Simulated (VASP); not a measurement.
**SrTiO3: single point with PBE**

The system is SrTiO3.

```
CELL_PARAMETERS angstrom
3.86794 0.00000 0.00000
0.00000 3.86794 0.00000
0.00000 0.00000 3.98277
ATOMIC_POSITIONS crystal
Sr 0.00000 0.00000 0.00000
Ti 0.50000 0.50000 0.50000
O 0.00000 0.50000 0.50000
O 0.50000 0.00000 0.50000
O 0.50000 0.50000 0.00000
```

```yaml
Program: VASP 6.6.1
Task: single point
Functional: PBE
Potentials_or_basis: VASP PAW PBE potentials, release 64 (Sr_sv, Ti_sv, O)
Cutoff: 520 eV
k_mesh: 7 × 7 × 7
Occupations: gaussian, width 0.02 eV
Spin: no spin polarisation
```

* Pressure: 5.1 GPa
* Band gap on the k mesh: 1.89 eV (least direct gap 2.19 eV)

Stress tensor (GPa, compression positive):
```
7.38 0.00 0.00
0.00 7.38 0.00
0.00 0.00 0.53
```

Levels at points of the mesh, in eV from the valence-band top:
```
           k point  band 16  band 17  band 18  band 19  band 20  band 21  band 22  band 23  band 24  band 25
(0.00, 0.00, 0.00)    -1.08    -1.08    -0.32    -0.29    -0.29     1.89     1.89     1.95     4.23     4.48
```

Run time: 67 s on 1 thread of Intel(R) Xeon(R) Platinum 8488C (Sapphire Rapids), with other jobs on the host, peak memory 0.21 GiB.

Caveat: the cell stands under pressure; an odd mesh through Γ misses points on the zone boundary, where band edges can lie.
